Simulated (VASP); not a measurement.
# Ti (P6_3/mmc) in VASP: further runs

Ti is run at these levels: PBE; tasks: single point.

Program: VASP 6.6.1. These are calculated values, not measurements. Logs are shortened: lines on timing, memory, paths and dates and some standing lists are left out, and cuts for length are marked.

## 1. The cell of the first run

The structure is hexagonal, space group P6_3/mmc (No. 194). Conventional cell: a = 2.950 Å, b = 2.950 Å, c = 4.680 Å, α = 90.00°, β = 90.00°, γ = 120.00°. Ti (site symmetry -6m2) has 12 Ti at 2.89 to 2.95 Å within 3.8 Å.

## 2. Single point, PBE

INCAR reads:

```
PREC = Accurate
ENCUT = 520
EDIFF = 1E-6
ISMEAR = 0
SIGMA = 0.1
LREAL = False
LASPH = True
NELM = 80
ALGO = Fast
ISIF = 2
LWAVE = False
LCHARG = True
GGA = PE
LELF = True
LVHAR = True
NBANDS = 19
```

KPOINTS reads:

```
Automatic mesh
0
Gamma
  18 18 10
```

POSCAR reads:

```
Ti
1.0
    2.9500000000      0.0000000000      0.0000000000
   -1.4750000000      2.5547749412      0.0000000000
    0.0000000000      0.0000000000      4.6800000000
Ti
2
Direct
    0.3333333333      0.6666666667      0.2500000000
    0.6666666667      0.3333333333      0.7500000000
```

Potentials or basis: VASP PAW PBE potentials, release 64 (Ti_sv).

Launch:

```bash
cat potpaw_PBE.64/Ti_sv/POTCAR > POTCAR
mpirun -np 1 vasp_std > vasp.out
```

OUTCAR:

```text
PREC = Accurate
   ENCUT = 520
   EDIFF = 1E-6
   ISMEAR = 0
   LREAL = False
   LASPH = True
   NELM = 80
   ISIF = 2
   GGA = PE

 ion  position               nearest neighbor table
   1  0.333  0.667  0.250-   2 2.89   2 2.89   2 2.89   2 2.89   2 2.89   2 2.89
   2  0.667  0.333  0.750-   1 2.89   1 2.89   1 2.89   1 2.89   1 2.89   1 2.89

  LATTYP: Found a hexagonal cell.
 ALAT       =     2.9500000000
 C/A-ratio  =     1.5864406780

  Lattice vectors:

 A1 = (   2.9500000000,   0.0000000000,   0.0000000000)
 A2 = (  -1.4750000000,   2.5547749412,   0.0000000000)
 A3 = (   0.0000000000,   0.0000000000,   4.6800000000)

Analysis of symmetry for initial positions (statically):
=====================================================================
 Subroutine PRICEL returns:
 Original cell was already a primitive cell.

 Routine SETGRP: Setting up the symmetry group for a
 hexagonal supercell.

 Subroutine GETGRP returns: Found 24 space group operations
 (whereof 12 operations were pure point group operations)
 out of a pool of 24 trial point group operations.

The static configuration has the point symmetry D_3d.
 The point group associated with its full space group is D_6h.

Analysis of symmetry for dynamics (positions and initial velocities):
=====================================================================
 Subroutine PRICEL returns:
 Original cell was already a primitive cell.

 Routine SETGRP: Setting up the symmetry group for a
 hexagonal supercell.

 Subroutine GETGRP returns: Found 24 space group operations
 (whereof 12 operations were pure point group operations)
 out of a pool of 24 trial point group operations.

The dynamic configuration has the point symmetry D_3d.
 The point group associated with its full space group is D_6h.

 Subroutine INISYM returns: Found 24 space group operations
 (whereof 12 operations are pure point group operations),
 and found     1 'primitive' translations

----------------------------------------------------------------------------------------

                                     Primitive cell

  volume of cell :      35.2712

  direct lattice vectors                    reciprocal lattice vectors
     2.950000000  0.000000000  0.000000000     0.338983051  0.195711956  0.000000000
[... 76 lines left out ...]
 SYSTEM =  unknown system
   PREC   = accura    normal or accurate (medium, high low for compatibility)
   ISTART =      0    job   : 0-new  1-cont  2-samecut
   ICHARG =      2    charge: 1-file 2-atom 10-const
   ISPIN  =      1    spin polarized calculation?
   LNONCOLLINEAR =      F non collinear calculations
   LSORBIT =      F    spin-orbit coupling
   LASPH  =      T    aspherical Exc in radial PAW
   ENCUT  =  520.0 eV  38.22 Ry    6.18 a.u.   5.49  5.49  8.70*2*pi/ulx,y,z
   NELM   =     80;   NELMIN=  2; NELMDL= -5     # of ELM steps
   EDIFF  = 0.1E-05   stopping-criterion for ELM
   LREAL  =      F    real-space projection
   EDIFFG = 0.1E-04   stopping-criterion for IOM
   NSW    =      0    number of steps for IOM
   IBRION =     -1    ionic relax: 0-MD 1-quasi-New 2-CG
   NFREE  =      0    steps in history (QN), initial steepest desc. (CG)
   ISIF   =      2    stress and relaxation
   ISYM   =      2    0-nonsym 1-usesym 2-fastsym
   POTIM  = 0.5000    time-step for ionic-motion
   TEBEG  =    0.0;   TEEND  =   0.0 temperature during run
   PSTRESS=    0.0 pullay stress
   NELECT =      24.0000    total number of electrons
   NUPDOWN=      -1.0000    fix difference up-down
   EMIN   =  10.00;   EMAX   =-10.00  energy-range for DOS
   EFERMI =   0.00;   METHOD = LEGACY
   ISMEAR =     0;   SIGMA  =   0.10  broadening in eV -4-tet -1-fermi 0-gaus
   EFERMI_NEDOS =   21; number of points for ismear=-14 and -15
   IALGO  =     68    algorithm
   IMIX   =      4    mixing-type and parameters
     AMIX     =   0.40;   BMIX     =  1.00
     AMIX_MAG =   1.60;   BMIX_MAG =  1.00
  volume/ion in A,a.u.               =      17.64       119.01
  Fermi-wavevector in a.u.,A,eV,Ry     =   1.439920  2.721055 28.209912  2.073370
  Thomas-Fermi vector in A             =   2.558722
   LORBIT       =      0    0 simple, 1 ext, 2 COOP (PROOUT), +10 PAW based schemes
   GGA     = PE    functional components
   LHFCALC =     F    Hartree Fock is set to
   AEXX    =    0.0000 exact exchange contribution
   IVDW    =     0    specifies the selected vdW correction
   LEPSILON=     F    determine dielectric tensor
   LRPA    =     F    only Hartree local field effects (RPA)
 non-spin polarized calculation
 RMM-DIIS sequential band-by-band and
 Gauss-broadening in eV      SIGMA  =   0.10
  energy-cutoff  :      520.00
  volume of cell :       35.27
 maximum number of plane-waves:       976
 NGX is ok and might be reduce to    24
   NGX = 11   NGY = 11   NGZ = 17

 number of electron      24.0000002 magnetization

 Free energy of the ion-electron system (eV)
  ---------------------------------------------------
  ext. energy  EPLUGINS =         0.00000000
  ---------------------------------------------------
  free energy    TOTEN  =       -15.67417374 eV

  energy without entropy =      -15.66454344  energy(sigma->0) =      -15.66935859

 E-fermi :   8.1854     XC(G=0): -11.4259

 val. band max:        8.1797201371   @ k =   0.3333   0.1667   0.4000
 cond. band min:       8.1855574328   @ k =   0.1667   0.0000   0.1000
 fundamental gap:      0.0058372957
 Fermi energy:         8.1853833168

 k-point     1 :       0.0000    0.0000    0.0000
  band No.  band energies     occupation
      1     -48.7111      2.00000
      2     -48.5834      2.00000
      3     -25.2816      2.00000
      4     -24.6668      2.00000
      5     -24.6668      2.00000
      6     -24.6103      2.00000
[... 505 lines left out ...]
      6     -24.8248      2.00000
[... 11 lines left out ...]
     18      11.5839      0.00000
     19      12.3120      0.00000

 [... further k-points ...]
[... 5 lines left out ...]
  --------------------------------------------------------------------------------------
  -------------------------------------------------------------------------------------
  Total       -0.4389398     -0.4389398     -0.5170477      0.0000000      0.0000000      0.0000000
  in kB      -19.9386159    -19.9386159    -23.4866283      0.0000000      0.0000000      0.0000000
  external PRESSURE =     -21.1212867 kB  Pullay stress =       0.0000000 kB

 VOLUME and BASIS-vectors are now :
 -----------------------------------------------------------------------------
  energy-cutoff  :      520.00
  volume of cell :       35.27
      direct lattice vectors                 reciprocal lattice vectors
     2.950000000  0.000000000  0.000000000     0.338983051  0.195711956  0.000000000
    -1.475000000  2.554774941  0.000000000     0.000000000  0.391423911  0.000000000
     0.000000000  0.000000000  4.680000000     0.000000000  0.000000000  0.213675214

 POSITION                                       TOTAL-FORCE (eV/Angst)
 -----------------------------------------------------------------------------------
     -0.00000      1.70318      1.17000         0.000000     -0.000000      0.000000
      1.47500      0.85159      3.51000        -0.000000      0.000000      0.000000
 -----------------------------------------------------------------------------------
    total drift:                               -0.000000      0.000000     -0.000000

  FREE ENERGIE OF THE ION-ELECTRON SYSTEM (eV)
  ---------------------------------------------------
  free  energy   TOTEN  =       -15.6741737375 eV

  energy  without entropy=      -15.6645434415  energy(sigma->0) =      -15.66935859
```

OSZICAR:

```text
N       E                     dE             d eps       ncg     rms          rms(c)
DAV:   1     0.262524100820E+03    0.26252E+03   -0.13035E+04  8444   0.157E+03
DAV:   2     0.126205393085E+02   -0.24990E+03   -0.24588E+03  8691   0.440E+02
DAV:   3    -0.164367463105E+02   -0.29057E+02   -0.28714E+02 15627   0.123E+02
[... 27 lines left out ...]
RMM:  31    -0.156741699167E+02   -0.19596E-05   -0.23192E-05  9209   0.189E-02    0.330E-02
RMM:  32    -0.156741712992E+02   -0.13825E-05   -0.17494E-05  8987   0.173E-02    0.334E-02
RMM:  33    -0.156741727357E+02   -0.14365E-05   -0.16555E-05  8792   0.158E-02    0.344E-02
RMM:  34    -0.156741735160E+02   -0.78023E-06   -0.10597E-05  8473   0.145E-02    0.344E-02
RMM:  35    -0.156741737444E+02   -0.22842E-06   -0.11606E-05 10917   0.165E-02    0.312E-02
RMM:  36    -0.156741737375E+02    0.68626E-08   -0.81057E-06 10110   0.157E-02
   1 F= -.15674174E+02 E0= -.15669359E+02  d E =-.963030E-02
```

stdout:

```text
POSCAR found type information on POSCAR Ti
 POSCAR found :  1 types and       2 ions
 scaLAPACK will be used
 LDA part: xc-table for (Slater+PW92), standard interpolation
 POSCAR, INCAR and KPOINTS ok, starting setup
 FFT: planning ... GRIDC
 FFT: planning ... GRID_SOFT
 FFT: planning ... GRID
 WAVECAR not read
 entering main loop
WARNING in EDDRMM: call to ZHEGV failed, returncode =   6  3     10
WARNING in EDDRMM: call to ZHEGV failed, returncode =   8  4     12
WARNING in EDDRMM: call to ZHEGV failed, returncode =   8  4      4
WARNING in EDDRMM: call to ZHEGV failed, returncode =   6  3      4
WARNING in EDDRMM: call to ZHEGV failed, returncode =   8  4     11
WARNING in EDDRMM: call to ZHEGV failed, returncode =   8  4      7
WARNING in EDDRMM: call to ZHEGV failed, returncode =   6  3     10
WARNING in EDDRMM: call to ZHEGV failed, returncode =   8  4      4
WARNING in EDDRMM: call to ZHEGV failed, returncode =   6  3      4
WARNING in EDDRMM: call to ZHEGV failed, returncode =   8  4      7
```

Run time: 3.7 min. Hardware: 1 thread of AMD EPYC 9R45 (Zen 5), shared host; peak memory 0.21 GiB.

What came out:

- Free energy: -15.6742 eV
- Pressure: -2.1 GPa
- Band gap on the k mesh: zero (band 12 reaches 8.94 eV, above the bottom of band 13 at 7.85 eV)

Stress tensor (GPa, compression positive):
```
-1.99  0.00  0.00
 0.00 -1.99  0.00
 0.00  0.00 -2.35
```

## 3. Single point, PBE (volume scaled by 1.10, then relaxed in part)

INCAR reads:

```
  ALGO = Fast
  EDIFF = 1E-6
  ENCUT = 520
  GGA = PE
  ISIF = 2
  ISMEAR = 0
  LASPH = T
  LCHARG = F
  LREAL = F
  LWAVE = F
  NBANDS = 19
  NELM = 80
  PREC = Accurate
  SIGMA = 0.1
```

KPOINTS reads:

```
k-points
0
Gamma
  18 18 10
```

POSCAR reads:

```
Ti
1.0
    3.0350936465      0.0000000000      0.0000000000
   -1.5175468233      2.6284682007      0.0000000000
    0.0000000000      0.0000000000      4.7953134652
Ti
2
Direct
    0.3333333333      0.6666666667      0.2500000000
    0.6666666667      0.3333333333      0.7500000000
```

Potentials or basis: VASP PAW PBE potentials, release 64 (Ti_sv).

Launch:

```bash
cat potpaw_PBE.64/Ti_sv/POTCAR > POTCAR
mpirun -np 1 vasp_std > vasp.out
```

Run time: 3.9 min. Hardware: 1 thread of AMD EPYC 9R45 (Zen 5), shared host; peak memory 0.22 GiB.

It converged, with:

```
Free energy            : -15.5694 eV
Pressure               : -9.1 GPa
Band gap on the k mesh : zero (band 12 reaches 8.07 eV, above the bottom of band 13 at 7.03 eV)
```

Levels at points of the mesh, in eV from the Fermi level:
```
           k point  band 8  band 9  band 10  band 11  band 12  band 13  band 14  band 15  band 16  band 17
(0.00, 0.00, 0.00)  -32.98   -5.98    -2.47     0.56     0.70     0.70     0.81     1.14     1.14     1.43
(0.50, 0.00, 0.00)  -33.03   -2.23    -1.91    -1.62    -0.71     0.44     0.55     1.04     2.93     3.13
(0.00, 0.00, 0.50)  -33.01   -4.24    -4.24     0.08     0.08     0.62     0.62     0.62     0.62     2.47
(0.50, 0.00, 0.50)  -33.09   -2.31    -2.31    -0.72    -0.72     1.09     1.09     1.53     1.53     3.05
```

## 4. Single point, PBE (volume scaled by 0.88, then relaxed in part)

INCAR reads:

```
  PREC = Accurate
  ENCUT = 520
  EDIFF = 1E-6
  ISMEAR = 0
  SIGMA = 0.1
  LREAL = False
  LASPH = True
  NELM = 60
  ALGO = Normal
  ISIF = 2
  LWAVE = False
  LCHARG = False
  GGA = PE
  NBANDS = 19
```

KPOINTS reads:

```
Automatic mesh
0
Gamma
  18 18 10
```

POSCAR reads:

```
Ti
1.0
    2.8130798474      0.0000000000      0.0000000000
   -1.4065399237      2.4361986107      0.0000000000
    0.0000000000      0.0000000000      4.4656744647
Ti
2
Direct
    0.3333333333      0.6666666667      0.2500000000
    0.6666666667      0.3333333333      0.7500000000
```

Launch:

```bash
cat potpaw_PBE.64/Ti_sv/POTCAR > POTCAR
mpirun -np 1 vasp_std > vasp.out
```

Run time: 76 s. Hardware: 1 thread of AMD EPYC 9R45 (Zen 5), shared host; peak memory 0.2 GiB.

The run converged. Its results:

```yaml
Free_energy: -15.4732 eV
Pressure: 17.4 GPa
Band_gap_on_the_k_mesh: zero (band 12 reaches 10.65 eV, above the bottom of band 13 at 9.44 eV)
```

Levels at points of the mesh, in eV from the Fermi level:
| k point | band 8 | band 9 | band 10 | band 11 | band 12 | band 13 | band 14 | band 15 | band 16 | band 17 |
| --- | --- | --- | --- | --- | --- | --- | --- | --- | --- | --- |
| (0.00, 0.00, 0.00) | -32.34 | -6.49 | -3.03 | 0.83 | 0.83 | 0.96 | 1.15 | 1.42 | 1.42 | 1.86 |
| (0.50, 0.00, 0.00) | -32.44 | -2.57 | -2.52 | -2.21 | -0.46 | 0.50 | 0.73 | 1.35 | 3.90 | 4.17 |
| (0.00, 0.00, 0.50) | -32.41 | -4.46 | -4.46 | 0.06 | 0.06 | 0.73 | 0.73 | 0.73 | 0.73 | 3.25 |
| (0.50, 0.00, 0.50) | -32.57 | -2.91 | -2.91 | -1.00 | -1.00 | 1.72 | 1.72 | 1.98 | 1.98 | 4.07 |

## 5. Single point, PBE (volume scaled by 0.91, then relaxed in part)

INCAR reads:

```
SYSTEM = Ti
  PREC = Accurate
  ENCUT = 520
  EDIFF = 1E-6
  ISMEAR = 0
  SIGMA = 0.1
  LREAL = .FALSE.
  LASPH = .TRUE.
  NELM = 100
  ALGO = Normal
  ISIF = 2
  LWAVE = .FALSE.
  LCHARG = .FALSE.
  GGA = PE
  NBANDS = 19
```

KPOINTS reads:

```
Automatic mesh
0
G
  18 18 10
  0 0 0
```

POSCAR reads:

```
Ti
1.0
    2.8461680131      0.0000000000      0.0000000000
   -1.4230840066      2.4648538028      0.0000000000
    0.0000000000      0.0000000000      4.5111662581
Ti
2
Direct
    0.3333333333      0.6666666667      0.2500000000
    0.6666666667      0.3333333333      0.7500000000
```

Launch:

```bash
cat potpaw_PBE.64/Ti_sv/POTCAR > POTCAR
mpirun -np 1 vasp_std > vasp.out
```

Wall time 78 s (1 thread of AMD EPYC 9R45 (Zen 5), shared host); peak memory 0.2 GiB.

It converged, with:

| Quantity | Value |
| --- | --- |
| Free energy | -15.5692 eV |
| Pressure | 12.1 GPa |
| Band gap on the k mesh | zero (band 12 reaches 10.19 eV, above the bottom of band 13 at 9.04 eV) |

Stress tensor (GPa, compression positive):
```
12.02  0.00  0.00
 0.00 12.02  0.00
 0.00  0.00 12.15
```

Levels at points of the mesh, in eV from the Fermi level:
```
           k point  band 9  band 10  band 11  band 12  band 13  band 14  band 15  band 16
(0.00, 0.00, 0.00)   -6.43    -2.94     0.81     0.81     0.94     1.04     1.38     1.38
(0.50, 0.00, 0.00)   -2.48    -2.46    -2.11    -0.52     0.49     0.71     1.31     3.74
(0.00, 0.00, 0.50)   -4.44    -4.44     0.07     0.07     0.71     0.71     0.71     0.71
(0.50, 0.00, 0.50)   -2.81    -2.81    -0.94    -0.94     1.60     1.60     1.90     1.90
```

## 6. Overview

```csv
cell,gap on the mesh (eV),pressure (GPa)
"a = 2.950, b = 2.950, c = 4.680 Å, angles 90.0, 90.0, 120.0°, 2 atoms",none,-2.1
"a = 3.035, b = 3.035, c = 4.795 Å, angles 90.0, 90.0, 120.0°, 2 atoms",none,-9.1
"a = 2.813, b = 2.813, c = 4.466 Å, angles 90.0, 90.0, 120.0°, 2 atoms",none,17.4
"a = 2.846, b = 2.846, c = 4.511 Å, angles 90.0, 90.0, 120.0°, 2 atoms",none,12.1
```

Alike in all rows: task single point; level PBE; potentials or basis VASP PAW PBE potentials, release 64 (Ti_sv); no spin polarisation; k mesh 18 × 18 × 10; cutoff (eV) 520; smearing gaussian 0.1 eV.

Absolute energies hang on the potentials; compare differences alone.
